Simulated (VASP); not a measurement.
# Mo12C in VASP: single point with PBE

Aim: the single point of Mo12C with PBE.

Program: VASP 6.6.1. These are calculated values, not measurements. Logs are shortened: lines on timing, memory, paths and dates and some standing lists are left out, and cuts for length are marked.

## 1. The cell of the first run

The cell holds a slab with vacuum, 13 atoms: a = 5.474 Å, b = 5.474 Å, c = 19.808 Å, α = 90.00°, β = 90.00°, γ = 109.47°.

## 2. Single point, PBE

INCAR

```
PREC = Accurate ; ENCUT = 520
EDIFF = 1E-7 ; ISMEAR = 0
SIGMA = 0.1 ; LREAL = False
LASPH = True ; NELM = 80
ALGO = Normal ; ISIF = 2
LWAVE = False ; LCHARG = False
LDIPOL = True ; IDIPOL = 3
DIPOL = 0.5 0.5 0.324 ; GGA = PE
NBANDS = 98
```

KPOINTS

```
Automatic mesh
0
Gamma
  5 5 1
```

POSCAR

```
Mo12C
1.0
    5.4740909337      0.0000000000      0.0000000000
   -1.8246969779      5.1610224267      0.0000000000
    0.0000000000      0.0000000000     19.8082441241
Mo C
12 1
Direct
    0.2500000000      0.2500000000      0.2019361219
    0.2500000000      0.7500000000      0.2019361219
    0.7500000000      0.2500000000      0.2019361219
    0.7500000000      0.7500000000      0.2019361219
    0.0000000000      0.0000000000      0.3106875864
    0.0000000000      0.5000000000      0.3106875864
    0.5000000000      0.0000000000      0.3106875864
    0.5000000000      0.5000000000      0.3106875864
    0.2500000000      0.2500000000      0.4194336495
    0.2500000000      0.7500000000      0.4194336495
    0.7500000000      0.2500000000      0.4194336495
    0.7500000000      0.7500000000      0.4194336495
    0.5000000000      0.5000000000      0.4780908890
```

Potentials or basis: VASP PAW PBE potentials, release 64 (Mo_sv, C).

The run is started by

```console
$ cat potpaw_PBE.64/Mo_sv/POTCAR potpaw_PBE.64/C/POTCAR > POTCAR
$ mpirun -np 1 vasp_std > vasp.out
```

OUTCAR:

```text
PREC = Accurate
   ENCUT = 520
   EDIFF = 1E-7
   ISMEAR = 0
   LREAL = False
   LASPH = True
   NELM = 80
   ISIF = 2
   GGA = PE

 ion  position               nearest neighbor table
   1  0.250  0.250  0.202-   5 2.67   8 2.67   2 2.74   2 2.74   3 2.74   3 2.74   7 3.10   6 3.10
                             4 3.16   4 3.16
   2  0.250  0.750  0.202-   6 2.67   7 2.67   1 2.74   1 2.74   4 2.74   4 2.74   5 3.10   8 3.10
                             3 3.16   3 3.16
   3  0.750  0.250  0.202-   6 2.67   7 2.67   4 2.74   4 2.74   1 2.74   1 2.74   5 3.10   8 3.10
                             2 3.16   2 3.16
   4  0.750  0.750  0.202-   5 2.67   8 2.67   3 2.74   3 2.74   2 2.74   2 2.74   7 3.10   6 3.10
                             1 3.16   1 3.16
   5  0.000  0.000  0.311-   9 2.67  12 2.67   1 2.67   4 2.67   6 2.74   6 2.74   7 2.74   7 2.74
                            11 3.10  10 3.10   3 3.10   2 3.10   8 3.16   8 3.16
   6  0.000  0.500  0.311-  10 2.67  11 2.67   2 2.67   3 2.67   5 2.74   5 2.74   8 2.74   8 2.74
                             9 3.10  12 3.10   1 3.10   4 3.10   7 3.16   7 3.16
   7  0.500  0.000  0.311-  10 2.67  11 2.67   2 2.67   3 2.67   8 2.74   8 2.74   5 2.74   5 2.74
                             9 3.10  12 3.10   1 3.10   4 3.10   6 3.16   6 3.16
   8  0.500  0.500  0.311-   9 2.67  12 2.67   1 2.67   4 2.67   7 2.74   7 2.74   6 2.74   6 2.74
                            11 3.10  10 3.10   3 3.10   2 3.10   5 3.16   5 3.16
   9  0.250  0.250  0.419-  13 1.96   8 2.67   5 2.67  10 2.74  10 2.74  11 2.74  11 2.74   6 3.10
                             7 3.10  12 3.16  12 3.16
  10  0.250  0.750  0.419-  13 2.52   7 2.67   6 2.67   9 2.74   9 2.74  12 2.74  12 2.74   8 3.10
                             5 3.10  11 3.16  11 3.16
  11  0.750  0.250  0.419-  13 2.52   7 2.67   6 2.67  12 2.74  12 2.74   9 2.74   9 2.74   8 3.10
                             5 3.10  10 3.16  10 3.16
  12  0.750  0.750  0.419-  13 1.96   8 2.67   5 2.67  11 2.74  11 2.74  10 2.74  10 2.74   6 3.10
                             7 3.10   9 3.16   9 3.16
  13  0.500  0.500  0.478-   9 1.96  12 1.96  11 2.52  10 2.52

  LATTYP: Found a base centered orthorhombic cell.
 ALAT       =     6.3209357483
 B/A-ratio  =     1.4142135624
 C/A-ratio  =     3.1337518546

  Lattice vectors:

 A1 = (   5.4740909337,   0.0000000000,   0.0000000000)
 A2 = (  -1.8246969779,   5.1610224267,   0.0000000000)
 A3 = (   0.0000000000,   0.0000000000,  19.8082441241)

Analysis of symmetry for initial positions (statically):
=====================================================================
 Subroutine PRICEL returns:
 Original cell was already a primitive cell.

 Routine SETGRP: Setting up the symmetry group for a
 base centered orthorhombic supercell.

 Subroutine GETGRP returns: Found  4 space group operations
 (whereof  4 operations were pure point group operations)
 out of a pool of  8 trial point group operations.

The static configuration has the point symmetry C_2v.

Analysis of symmetry for dynamics (positions and initial velocities):
=====================================================================
 Subroutine PRICEL returns:
 Original cell was already a primitive cell.

 Routine SETGRP: Setting up the symmetry group for a
 base centered orthorhombic supercell.

 Subroutine GETGRP returns: Found  4 space group operations
 (whereof  4 operations were pure point group operations)
 out of a pool of  8 trial point group operations.

The dynamic configuration has the point symmetry C_2v.

 Subroutine INISYM returns: Found  4 space group operations
 (whereof  4 operations are pure point group operations),
 and found     1 'primitive' translations

----------------------------------------------------------------------------------------

                                     Primitive cell

  volume of cell :     559.6207

  direct lattice vectors                    reciprocal lattice vectors
     5.474090934  0.000000000  0.000000000     0.182678734  0.064586686  0.000000000
    -1.824696978  5.161022427  0.000000000     0.000000000  0.193760057  0.000000000
     0.000000000  0.000000000 19.808244124     0.000000000  0.000000000  0.050484030

  length of vectors
     5.474090934  5.474090934 19.808244124     0.193760057  0.193760057  0.050484030

  position of ions in fractional coordinates (direct lattice)
     0.250000000  0.250000000  0.201936122
     0.250000000  0.750000000  0.201936122
     0.750000000  0.250000000  0.201936122
     0.750000000  0.750000000  0.201936122
     0.000000000  0.000000000  0.310687586
[... 53 lines left out ...]
  0.000000  0.000000  0.000000      1.000000
  0.200000  0.000000  0.000000      4.000000
  0.400000  0.000000  0.000000      4.000000
  0.200000  0.200000  0.000000      2.000000
  0.400000  0.200000  0.000000      4.000000
 -0.400000  0.200000  0.000000      4.000000
 -0.200000  0.200000  0.000000      2.000000
  0.400000  0.400000  0.000000      2.000000
 -0.400000  0.400000  0.000000      2.000000
   k-points           NKPTS =      9   k-points in BZ     NKDIM =      9   number of bands    NBANDS=     98
   number of dos      NEDOS =    301   number of ions     NIONS =     13
   total plane-waves  NPLWV = 264600
   dimension x,y,z NGX =    42 NGY =   42 NGZ =  150
   dimension x,y,z NGXF=    84 NGYF=   84 NGZF=  300
   ions per type =              12   1
   NGX,Y,Z   is equivalent  to a cutoff of  12.76, 12.76, 12.59 a.u.
   NGXF,Y,Z  is equivalent  to a cutoff of  25.51, 25.51, 25.18 a.u.
 SYSTEM =  unknown system
   PREC   = accura    normal or accurate (medium, high low for compatibility)
   ISTART =      0    job   : 0-new  1-cont  2-samecut
   ICHARG =      2    charge: 1-file 2-atom 10-const
   ISPIN  =      1    spin polarized calculation?
   LNONCOLLINEAR =      F non collinear calculations
   LSORBIT =      F    spin-orbit coupling
   LASPH  =      T    aspherical Exc in radial PAW
   ENCUT  =  520.0 eV  38.22 Ry    6.18 a.u.  10.18 10.18 36.83*2*pi/ulx,y,z
   NELM   =     80;   NELMIN=  2; NELMDL= -5     # of ELM steps
   EDIFF  = 0.1E-06   stopping-criterion for ELM
   LREAL  =      F    real-space projection
   EDIFFG = 0.1E-05   stopping-criterion for IOM
   NSW    =      0    number of steps for IOM
   IBRION =     -1    ionic relax: 0-MD 1-quasi-New 2-CG
   NFREE  =      0    steps in history (QN), initial steepest desc. (CG)
   ISIF   =      2    stress and relaxation
   ISYM   =      2    0-nonsym 1-usesym 2-fastsym
   POTIM  = 0.5000    time-step for ionic-motion
   TEBEG  =    0.0;   TEEND  =   0.0 temperature during run
   PSTRESS=    0.0 pullay stress
   NELECT =     172.0000    total number of electrons
   NUPDOWN=      -1.0000    fix difference up-down
   EMIN   =  10.00;   EMAX   =-10.00  energy-range for DOS
   EFERMI =   0.00;   METHOD = LEGACY
   ISMEAR =     0;   SIGMA  =   0.10  broadening in eV -4-tet -1-fermi 0-gaus
   EFERMI_NEDOS =   21; number of points for ismear=-14 and -15
   IALGO  =     38    algorithm
   IMIX   =      4    mixing-type and parameters
     AMIX     =   0.40;   BMIX     =  1.00
     AMIX_MAG =   1.60;   BMIX_MAG =  1.00
  volume/ion in A,a.u.               =      43.05       290.50
  Fermi-wavevector in a.u.,A,eV,Ry     =   1.104807  2.087782 16.607250  1.220598
  Thomas-Fermi vector in A             =   2.241285
   LORBIT       =      0    0 simple, 1 ext, 2 COOP (PROOUT), +10 PAW based schemes
   GGA     = PE    functional components
   LHFCALC =     F    Hartree Fock is set to
   AEXX    =    0.0000 exact exchange contribution
   IVDW    =     0    specifies the selected vdW correction
   LEPSILON=     F    determine dielectric tensor
   LRPA    =     F    only Hartree local field effects (RPA)
 non-spin polarized calculation
 Gauss-broadening in eV      SIGMA  =   0.10
  energy-cutoff  :      520.00
  volume of cell :      559.62
 maximum number of plane-waves:     15102
 NGX is ok and might be reduce to    42
   NGX = 21   NGY = 21   NGZ = 73

 dipolmoment           0.000000      0.000000     -0.023035 electrons x Angstroem

 number of electron     171.9999987 magnetization

 dipolmoment           0.000000      0.000000      0.111163 electrons x Angstroem

 Free energy of the ion-electron system (eV)
  ---------------------------------------------------
  ext. energy  EPLUGINS =         0.00000000
  ---------------------------------------------------
  free energy    TOTEN  =      -130.09341984 eV

  energy without entropy =     -130.02496908  energy(sigma->0) =     -130.05919446

 E-fermi :   1.1096     XC(G=0):  -5.6203

 val. band max:        1.0853794940   @ k =  -0.2000   0.2000   0.0000
 cond. band min:       1.1237352349   @ k =   0.4000   0.0000   0.0000
 fundamental gap:      0.0383557409
 Fermi energy:         1.1095938125

 k-point     1 :       0.0000    0.0000    0.0000
  band No.  band energies     occupation
      1     -60.1487      2.00000
      2     -59.9655      2.00000
      3     -59.9597      2.00000
      4     -59.9144      2.00000
      5     -59.8969      2.00000
      6     -59.8404      2.00000
[... 898 lines left out ...]
     97       1.9947      0.00000
     98       2.0054      0.00000

------------------------ aborting loop because EDIFF is reached ----------------------------------------

 vacuum level on the upper side and lower side of the slab       (xc-potential included)         0.261        -0.446

  FORCE on cell =-STRESS in cart. coord.  units (eV):
  Direction    XX          YY          ZZ          XY          YZ          ZX
  --------------------------------------------------------------------------------------
  -------------------------------------------------------------------------------------
  Total       -8.1231180     -7.8793599      4.2608757      0.3447259      0.0000000      0.0000000
  in kB      -23.2562458    -22.5583737     12.1987608      0.9869401      0.0000000      0.0000000
  external PRESSURE =     -11.2052862 kB  Pullay stress =       0.0000000 kB

 VOLUME and BASIS-vectors are now :
 -----------------------------------------------------------------------------
  energy-cutoff  :      520.00
  volume of cell :      559.62
      direct lattice vectors                 reciprocal lattice vectors
     5.474090934  0.000000000  0.000000000     0.182678734  0.064586686  0.000000000
    -1.824696978  5.161022427  0.000000000     0.000000000  0.193760057  0.000000000
     0.000000000  0.000000000 19.808244124     0.000000000  0.000000000  0.050484030

 POSITION                                       TOTAL-FORCE (eV/Angst)
 -----------------------------------------------------------------------------------
      0.91235      1.29026      4.00000        -0.148753     -0.210368      0.130751
      0.00000      3.87077      4.00000         0.015268     -0.010796     -0.226402
      3.64939      1.29026      4.00000        -0.015268      0.010796     -0.226402
      2.73705      3.87077      4.00000         0.148753      0.210368      0.130751
      0.00000      0.00000      6.15418         0.000000     -0.000000     -1.153429
     -0.91235      2.58051      6.15418         0.000000     -0.000000      0.177413
      2.73705      0.00000      6.15418         0.000000     -0.000000      0.177413
      1.82470      2.58051      6.15418         0.000000     -0.000000     -0.816629
      0.91235      1.29026      8.30824        -0.157288     -0.222438      0.358026
      0.00000      3.87077      8.30824         0.277529     -0.196243      0.529766
      3.64939      1.29026      8.30824        -0.277529      0.196243      0.529766
      2.73705      3.87077      8.30824         0.157288      0.222438      0.358026
      1.82470      2.58051      9.47014         0.000000     -0.000000      0.030949
 -----------------------------------------------------------------------------------
    total drift:                                0.000000      0.000000      0.000505

  FREE ENERGIE OF THE ION-ELECTRON SYSTEM (eV)
  ---------------------------------------------------
  free  energy   TOTEN  =      -130.0934198385 eV

  energy  without entropy=     -130.0249690765  energy(sigma->0) =     -130.05919446

 vacuum level on the upper side and lower side of the slab         6.407         5.667
```

Wall time 20 min (1 thread of Intel Xeon Platinum 8488C (Sapphire Rapids), shared host); peak memory 0.74 GiB.

What came out:

| Property | Result |
| --- | --- |
| Free energy | -130.0934 eV |
| Largest force | 1.153 eV/Å |
| Band gap on the k mesh | zero (bands 86 and 87 overlap by 1.43 eV) |

Forces in eV/Å, atoms in the order of the input:
```
Mo  -0.149 -0.210  0.131
Mo   0.015 -0.011 -0.226
Mo  -0.015  0.011 -0.226
Mo   0.149  0.210  0.131
Mo   0.000  0.000 -1.153
Mo   0.000  0.000  0.177
Mo   0.000  0.000  0.177
Mo   0.000  0.000 -0.817
Mo  -0.157 -0.222  0.358
Mo   0.278 -0.196  0.530
Mo  -0.278  0.196  0.530
Mo   0.157  0.222  0.358
C    0.000  0.000  0.031
```

Levels at points of the mesh, in eV from the Fermi level:
| k point | band 82 | band 83 | band 84 | band 85 | band 86 | band 87 | band 88 | band 89 | band 90 | band 91 |
| --- | --- | --- | --- | --- | --- | --- | --- | --- | --- | --- |
| (0.00, 0.00, 0.00) | 0.24 | 0.38 | 0.50 | 0.74 | 0.90 | 0.95 | 1.29 | 1.30 | 1.33 | 1.41 |
